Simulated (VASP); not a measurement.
# Ge (Fd-3m) in VASP: further runs

Aim: see how the results for Ge move with the level of theory and the settings. Levels: PBE-based screened hybrid with 25 % exact exchange, r2SCAN+D3(BJ), PBE+D3(BJ), BLYP. Tasks: single point, relaxation of cell and atoms.

Everything below comes from runs of VASP 6.6.1. Logs are shortened: lines on timing, memory, paths and dates and some standing lists are left out, and cuts for length are marked.

## Step 1: The cell of the first run

Symmetry: Fd-3m, No. 227, cubic system. Conventional cell: a = 5.696 Å, b = 5.696 Å, c = 5.696 Å, α = 90.00°, β = 90.00°, γ = 90.00°. Within 3.3 Å of Ge (site symmetry -43m) lie 4 Ge at 2.47 Å.

## Step 2: Single point, PBE-based screened hybrid with 25 % exact exchange

Input file POSCAR:

```
Ge
1.0
    0.0000000000      2.8481044220      2.8481044220
    2.8481044220      0.0000000000      2.8481044220
    2.8481044220      2.8481044220      0.0000000000
Ge
2
Direct
    0.7500000000      0.7500000000      0.7500000000
    0.5000000000      0.5000000000      0.5000000000
```

Input file INCAR.step1:

```
PREC     = Accurate       # precision mode
ENCUT    = 520            # plane-wave cutoff, eV
EDIFF    = 1E-5           # SCF threshold, eV
ISMEAR   = -1             # smearing method
SIGMA    = 0.05           # smearing width, eV
LREAL    = F              # projectors in reciprocal space
LASPH    = T              # aspherical terms in the spheres
NELM     = 100            # most SCF steps
ALGO     = Normal         # electronic algorithm
ISIF     = 2              # what is computed and relaxed
LWAVE    = T              # write WAVECAR
LCHARG   = F              # write CHGCAR
NBANDS   = 21             # bands
GGA      = PE             # functional
```

Input file INCAR.step2:

```
PREC     = Accurate       # precision mode
ENCUT    = 520            # plane-wave cutoff, eV
EDIFF    = 1E-6           # SCF threshold, eV
ISMEAR   = -1             # smearing method
SIGMA    = 0.05           # smearing width, eV
LREAL    = F              # projectors in reciprocal space
LASPH    = T              # aspherical terms in the spheres
NELM     = 100            # most SCF steps
ALGO     = Normal         # electronic algorithm
ISIF     = 2              # what is computed and relaxed
LWAVE    = F              # write WAVECAR
LCHARG   = F              # write CHGCAR
GGA      = PE             # functional
LHFCALC  = T              # exact exchange
AEXX     = 0.25           # exact-exchange fraction
HFSCREEN = 0.3            # screening, 1/A
PRECFOCK = Normal       
NBANDS   = 21             # bands
ISTART   = 1
```

Input file KPOINTS:

```
regular mesh
0
Gamma
  4 4 4
```

Potentials or basis: VASP PAW PBE potentials, release 64 (Ge_d).

Run with:

```
> cat potpaw_PBE.64/Ge_d/POTCAR > POTCAR
> cp INCAR.step1 INCAR
> mpirun -np 1 vasp_std > vasp.out
> cp INCAR.step2 INCAR
> mpirun -np 1 vasp_std > vasp.out
```

OUTCAR:

```text
PREC = Accurate
   ENCUT = 520
   EDIFF = 1E-6
   ISMEAR = -1
   LREAL = F
   LASPH = T
   NELM = 100
   ISIF = 2
   GGA = PE
   LHFCALC = T
   AEXX = 0.25
   HFSCREEN = 0.3
   PRECFOCK = Normal
   ISTART = 1

 ion  position               nearest neighbor table
   1  0.750  0.750  0.750-   2 2.47   2 2.47   2 2.47   2 2.47
   2  0.500  0.500  0.500-   1 2.47   1 2.47   1 2.47   1 2.47

  LATTYP: Found a face centered cubic cell.
 ALAT       =     5.6962088440

  Lattice vectors:

 A1 = (   0.0000000000,   2.8481044220,   2.8481044220)
 A2 = (   2.8481044220,   0.0000000000,   2.8481044220)
 A3 = (   2.8481044220,   2.8481044220,   0.0000000000)

Analysis of symmetry for initial positions (statically):
=====================================================================
 Subroutine PRICEL returns:
 Original cell was already a primitive cell.

 Routine SETGRP: Setting up the symmetry group for a
 face centered cubic supercell.

 Subroutine GETGRP returns: Found 48 space group operations
 (whereof 24 operations were pure point group operations)
 out of a pool of 48 trial point group operations.

The static configuration has the point symmetry T_d .
 The point group associated with its full space group is O_h .

Analysis of symmetry for dynamics (positions and initial velocities):
=====================================================================
 Subroutine PRICEL returns:
 Original cell was already a primitive cell.

 Routine SETGRP: Setting up the symmetry group for a
 face centered cubic supercell.

 Subroutine GETGRP returns: Found 48 space group operations
 (whereof 24 operations were pure point group operations)
 out of a pool of 48 trial point group operations.

The dynamic configuration has the point symmetry T_d .
 The point group associated with its full space group is O_h .

 Subroutine INISYM returns: Found 48 space group operations
 (whereof 24 operations are pure point group operations),
 and found     1 'primitive' translations

----------------------------------------------------------------------------------------

                                     Primitive cell

  volume of cell :      46.2059

  direct lattice vectors                    reciprocal lattice vectors
     0.000000000  2.848104422  2.848104422    -0.175555361  0.175555361  0.175555361
     2.848104422  0.000000000  2.848104422     0.175555361 -0.175555361  0.175555361
     2.848104422  2.848104422  0.000000000     0.175555361  0.175555361 -0.175555361

  length of vectors
     4.027827901  4.027827901  4.027827901     0.304070805  0.304070805  0.304070805

  position of ions in fractional coordinates (direct lattice)
     0.750000000  0.750000000  0.750000000
     0.500000000  0.500000000  0.500000000

  ion indices of the primitive-cell ions
   primitive index   ion index
                 1           1
                 2           2

----------------------------------------------------------------------------------------

 KPOINTS: regular mesh

Automatic generation of k-mesh.
 Grid dimensions read from file:
 generate k-points for:    4    4    4

 Generating k-lattice:

  Cartesian coordinates                     Fractional coordinates (reciprocal lattice)
    -0.043888840  0.043888840  0.043888840     0.250000000  0.000000000  0.000000000
     0.043888840 -0.043888840  0.043888840     0.000000000  0.250000000  0.000000000
     0.043888840  0.043888840 -0.043888840     0.000000000  0.000000000  0.250000000

  Length of vectors
     0.076017701  0.076017701  0.076017701

  Shift w.r.t. Gamma in fractional coordinates (k-lattice)
     0.000000000  0.000000000  0.000000000

 Subroutine IBZKPT returns following result:
 ===========================================

 Found      8 irreducible k-points:

 Following reciprocal coordinates:
            Coordinates               Weight
  0.000000  0.000000  0.000000      1.000000
  0.250000  0.000000  0.000000      8.000000
  0.500000  0.000000  0.000000      4.000000
  0.250000  0.250000  0.000000      6.000000
  0.500000  0.250000  0.000000     24.000000
 -0.250000  0.250000  0.000000     12.000000
  0.500000  0.500000  0.000000      3.000000
 -0.250000  0.500000  0.250000      6.000000
   k-points           NKPTS =      8   k-points in BZ     NKDIM =     64   number of bands    NBANDS=     21
   number of dos      NEDOS =    301   number of ions     NIONS =      2
   total plane-waves  NPLWV =  27000
   dimension x,y,z NGX =    30 NGY =   30 NGZ =   30
   dimension x,y,z NGXF=    60 NGYF=   60 NGZF=   60
   ions per type =               2
   NGX,Y,Z   is equivalent  to a cutoff of  12.38, 12.38, 12.38 a.u.
   NGXF,Y,Z  is equivalent  to a cutoff of  24.76, 24.76, 24.76 a.u.
 SYSTEM =  unknown system
   PREC   = accura    normal or accurate (medium, high low for compatibility)
   ISTART =      1    job   : 0-new  1-cont  2-samecut
   ICHARG =      0    charge: 1-file 2-atom 10-const
   ISPIN  =      1    spin polarized calculation?
   LNONCOLLINEAR =      F non collinear calculations
   LSORBIT =      F    spin-orbit coupling
   LASPH  =      T    aspherical Exc in radial PAW
   ENCUT  =  520.0 eV  38.22 Ry    6.18 a.u.   7.49  7.49  7.49*2*pi/ulx,y,z
   NELM   =    100;   NELMIN=  2; NELMDL=  0     # of ELM steps
   EDIFF  = 0.1E-05   stopping-criterion for ELM
   LREAL  =      F    real-space projection
   EDIFFG = 0.1E-04   stopping-criterion for IOM
   NSW    =      0    number of steps for IOM
   IBRION =     -1    ionic relax: 0-MD 1-quasi-New 2-CG
   NFREE  =      0    steps in history (QN), initial steepest desc. (CG)
   ISIF   =      2    stress and relaxation
   ISYM   =      3    0-nonsym 1-usesym 2-fastsym
   POTIM  = 0.5000    time-step for ionic-motion
   TEBEG  =    0.0;   TEEND  =   0.0 temperature during run
   PSTRESS=    0.0 pullay stress
   NELECT =      28.0000    total number of electrons
   NUPDOWN=      -1.0000    fix difference up-down
   EMIN   =  10.00;   EMAX   =-10.00  energy-range for DOS
   EFERMI =   0.00;   METHOD = LEGACY
   ISMEAR =    -1;   SIGMA  =   0.05  broadening in eV -4-tet -1-fermi 0-gaus
   EFERMI_NEDOS =   21; number of points for ismear=-14 and -15
   IALGO  =     38    algorithm
   IMIX   =      1    mixing-type and parameters
     AMIX     =   0.40;   BMIX     =  1.00
     AMIX_MAG =   1.60;   BMIX_MAG =  1.00
  volume/ion in A,a.u.               =      23.10       155.91
  Fermi-wavevector in a.u.,A,eV,Ry     =   1.385357  2.617945 26.112480  1.919213
  Thomas-Fermi vector in A             =   2.509774
   LORBIT       =      0    0 simple, 1 ext, 2 COOP (PROOUT), +10 PAW based schemes
   GGA     = PE    functional components
   LHFCALC =     T    Hartree Fock is set to
   PRECFOCK=normal    Normal, Fast or Accurate (Low or Medium for compatibility)
   ENCUT4O =  -1.0   cutoff for four orbital integrals eV
   NKREDX  =     1    reduce k-point grid by
   NKREDY  =     1    reduce k-point grid by
   NKREDZ  =     1    reduce k-point grid by
   AEXX    =    0.2500 exact exchange contribution
   HFSCREEN=    0.3000 screening length (either q_TF or 0.3 A-1)
   HFSCREENC=   0.3000 screening length for correlation (either q_TF or 0.3 A-1)
   ENCUTFOCK=  -1.0 apply spherical cutoff to Coloumb kernel
   IVDW    =     0    specifies the selected vdW correction
   LEPSILON=     F    determine dielectric tensor
   LRPA    =     F    only Hartree local field effects (RPA)
 non-spin polarized calculation
  energy-cutoff  :      520.00
  volume of cell :       46.21
 maximum number of plane-waves:      1245
 NGX is ok and might be reduce to    30
  NGX = 24; NGY = 24; NGZ = 24

 number of electron      28.0000005 magnetization

 Free energy of the ion-electron system (eV)
  ---------------------------------------------------
  ext. energy  EPLUGINS =         0.00000000
  ---------------------------------------------------
  free energy    TOTEN  =       -10.11908539 eV

  energy without entropy =      -10.11892262  energy(sigma->0) =      -10.11900400

 E-fermi :   4.8727     XC(G=0):  -8.2697

 val. band max:        4.5714967388   @ k =   0.0000   0.0000   0.0000
 cond. band min:       5.1565048232   @ k =   0.0000   0.0000   0.0000
 fundamental gap:      0.5850080844
 Fermi energy:         4.8726644550

 k-point     1 :       0.0000    0.0000    0.0000
  band No.  band energies     occupation
      1     -23.2134      2.00000
      2     -23.2134      2.00000
      3     -23.2134      2.00000
      4     -23.1778      2.00000
      5     -23.1778      2.00000
      6     -22.9811      2.00000
[... 13 lines left out ...]
     20      14.6796      0.00000
     21      14.6796      0.00000

 k-point     2 :       0.2500    0.0000    0.0000
  band No.  band energies     occupation
      1     -23.2308      2.00000
      2     -23.2308      2.00000
      3     -23.2055      2.00000
      4     -23.1509      2.00000
      5     -23.1509      2.00000
      6     -23.0036      2.00000
[... 13 lines left out ...]
     20      13.5036      0.00000
     21      13.5036      0.00000

 k-point     3 :       0.5000    0.0000    0.0000
  band No.  band energies     occupation
      1     -23.2373      2.00000
      2     -23.2373      2.00000
      3     -23.1973      2.00000
      4     -23.1381      2.00000
      5     -23.1381      2.00000
      6     -23.0112      2.00000
[... 13 lines left out ...]
     20      16.5629      0.00000
     21      16.5785      0.00000

 k-point     4 :       0.2500    0.2500    0.0000
  band No.  band energies     occupation
      1     -23.2314      2.00000
      2     -23.2314      2.00000
      3     -23.2186      2.00000
      4     -23.1456      2.00000
      5     -23.1126      2.00000
      6     -23.0618      2.00000
[... 13 lines left out ...]
     20      15.4390      0.00000
     21      15.7849      0.00000

 k-point     5 :       0.5000    0.2500    0.0000
  band No.  band energies     occupation
      1     -23.2572      2.00000
      2     -23.2432      2.00000
      3     -23.1775      2.00000
      4     -23.1128      2.00000
      5     -23.0947      2.00000
      6     -23.0773      2.00000
[... 13 lines left out ...]
     20      16.6902      0.00000
     21      17.1435      0.00000

 k-point     6 :      -0.2500    0.2500    0.0000
  band No.  band energies     occupation
      1     -23.2527      2.00000
      2     -23.2453      2.00000
      3     -23.1722      2.00000
      4     -23.1359      2.00000
      5     -23.1101      2.00000
      6     -23.0426      2.00000
[... 13 lines left out ...]
     20      14.7898      0.00000
     21      17.2759      0.00000

 k-point     7 :       0.5000    0.5000    0.0000
  band No.  band energies     occupation
      1     -23.2467      2.00000
      2     -23.2467      2.00000
      3     -23.1635      2.00000
      4     -23.1635      2.00000
      5     -23.0696      2.00000
      6     -23.0696      2.00000
[... 13 lines left out ...]
     20      17.0271      0.00000
     21      18.1064      0.00000

 k-point     8 :      -0.2500    0.5000    0.2500
  band No.  band energies     occupation
      1     -23.2593      2.00000
      2     -23.2593      2.00000
      3     -23.1241      2.00000
      4     -23.1241      2.00000
      5     -23.0769      2.00000
      6     -23.0769      2.00000
[... 13 lines left out ...]
     20      16.4319      0.00000
     21      18.3539      0.00000

------------------------ aborting loop because EDIFF is reached ----------------------------------------

  FORCE on cell =-STRESS in cart. coord.  units (eV):
  Direction    XX          YY          ZZ          XY          YZ          ZX
  --------------------------------------------------------------------------------------
  -------------------------------------------------------------------------------------
  Total       -0.0088917     -0.0088917     -0.0088917     -0.0000000      0.0000000     -0.0000000
  in kB       -0.3083154     -0.3083154     -0.3083154     -0.0000000      0.0000000     -0.0000000
  external PRESSURE =      -0.3083154 kB  Pullay stress =       0.0000000 kB

 VOLUME and BASIS-vectors are now :
 -----------------------------------------------------------------------------
  energy-cutoff  :      520.00
  volume of cell :       46.21
      direct lattice vectors                 reciprocal lattice vectors
     0.000000000  2.848104422  2.848104422    -0.175555361  0.175555361  0.175555361
     2.848104422  0.000000000  2.848104422     0.175555361 -0.175555361  0.175555361
     2.848104422  2.848104422  0.000000000     0.175555361  0.175555361 -0.175555361

 POSITION                                       TOTAL-FORCE (eV/Angst)
 -----------------------------------------------------------------------------------
      4.27216      4.27216      4.27216         0.000000      0.000000      0.000000
      2.84810      2.84810      2.84810        -0.000000     -0.000000     -0.000000
 -----------------------------------------------------------------------------------
    total drift:                               -0.000001     -0.000000     -0.000001

  FREE ENERGIE OF THE ION-ELECTRON SYSTEM (eV)
  ---------------------------------------------------
  free  energy   TOTEN  =       -10.1190853879 eV

  energy  without entropy=      -10.1189226191  energy(sigma->0) =      -10.11900400
```

Run time: 11 min. Hardware: 1 thread of Intel Xeon Platinum 8488C (Sapphire Rapids), shared host; peak memory 0.27 GiB.

What came out:

| Property | Result |
| --- | --- |
| Free energy | -10.1191 eV |
| Pressure | 0.0 GPa |
| Band gap on the k mesh | 0.58 eV |

Caveat: the k points lie up to 0.48 Å⁻¹ apart; the PAW data sets were made with another functional, which shifts forces and pressure a little. A k mesh can miss the band edges.

## Step 3: Relaxation of cell and atoms, r2SCAN+D3(BJ)

This run uses another cell than the first one, of 22.64 Å³/atom.

Input file POSCAR:

```
Ge
1.0
    0.0000000000      2.8289100000      2.8289100000
    2.8289100000      0.0000000000      2.8289100000
    2.8289100000      2.8289100000      0.0000000000
Ge
2
Direct
    0.7500000000      0.7500000000      0.7500000000
    0.5000000000      0.5000000000      0.5000000000
```

Input file INCAR.step1:

```
SYSTEM = Ge
  ALGO = Normal
  EDIFF = 1E-4
  ENCUT = 600
  GGA = PE
  ISMEAR = -1
  LASPH = .TRUE.
  LCHARG = .FALSE.
  LREAL = .FALSE.
  LWAVE = .TRUE.
  NELM = 100
  PREC = Accurate
  SIGMA = 0.05
```

Input file INCAR.step2:

```
SYSTEM = Ge
  ALGO = Normal
  EDIFF = 1E-6
  EDIFFG = -0.01
  ENCUT = 600
  IBRION = 2
  ISIF = 3
  ISMEAR = -1
  ISTART = 1
  IVDW = 12
  LASPH = .TRUE.
  LCHARG = .FALSE.
  LMIXTAU = .TRUE.
  LREAL = .FALSE.
  LWAVE = .FALSE.
  METAGGA = R2SCAN
  NELM = 100
  NSW = 60
  PREC = Accurate
  SIGMA = 0.05
  VDW_A1 = 0.49484001
  VDW_A2 = 5.73083694
  VDW_S6 = 1.0
  VDW_S8 = 0.78981345
```

Input file KPOINTS:

```
k-points
0
G
  8 8 8
  0 0 0
```

Potentials or basis: VASP PAW PBE potentials, release 64 (Ge_d).

Run with:

```
> cat potpaw_PBE.64/Ge_d/POTCAR > POTCAR
> cp INCAR.step1 INCAR
> mpirun -np 1 vasp_std > vasp.out
> cp INCAR.step2 INCAR
> mpirun -np 1 vasp_std > vasp.out
```

It took 94 s on 1 thread of Intel Xeon Platinum 8259CL at 2.50GHz (Skylake/Cascade Lake), shared host; peak memory 0.21 GiB.

Results (log left out):

```
Free energy                           : -28.0140 eV
Relaxed volume                        : 22.54 Å³/atom
Relaxed cell                          : a = 3.995 Å, b = 3.995 Å, c = 3.995 Å, α = 60.00°, β = 60.00°, γ = 60.00°
Space group after relaxing (to 0.1 Å) : Fd-3m (No. 227)
Energy gained by relaxing             : 0.1 meV/atom
Ionic steps                           : 2
Pressure after relaxing               : 0.1 GPa
Band gap on the k mesh                : 0.45 eV
Dispersion energy per atom            : -0.139 eV
```

Step by step:
```tsv
step	energy change (eV)	largest force (eV/Å)	pressure (GPa)	volume (Å³)
1	0.0000	0.0000	-0.20	45.28
2	-0.0001	0.0000	0.06	45.09
```

Final structure:
```
CELL_PARAMETERS angstrom
0.00000 2.82497 2.82497
2.82497 0.00000 2.82497
2.82497 2.82497 0.00000
ATOMIC_POSITIONS crystal
Ge 0.75000 0.75000 0.75000
Ge 0.50000 0.50000 0.50000
```

Levels at points of the mesh, in eV from the valence-band top:
| k point | band 12 | band 13 | band 14 | band 15 | band 16 | band 17 |
| --- | --- | --- | --- | --- | --- | --- |
| (0.00, 0.00, 0.00) | 0.00 | 0.00 | 0.00 | 0.45 | 2.71 | 2.71 |
| (0.50, 0.00, 0.00) | -7.89 | -1.49 | -1.49 | 0.46 | 4.00 | 4.00 |
| (0.50, 0.50, 0.00) | -9.23 | -3.24 | -3.24 | 0.97 | 0.97 | 10.14 |

Caveat: the PAW data sets were made with another functional, which shifts forces and pressure a little.

[end of part 1 of 2]
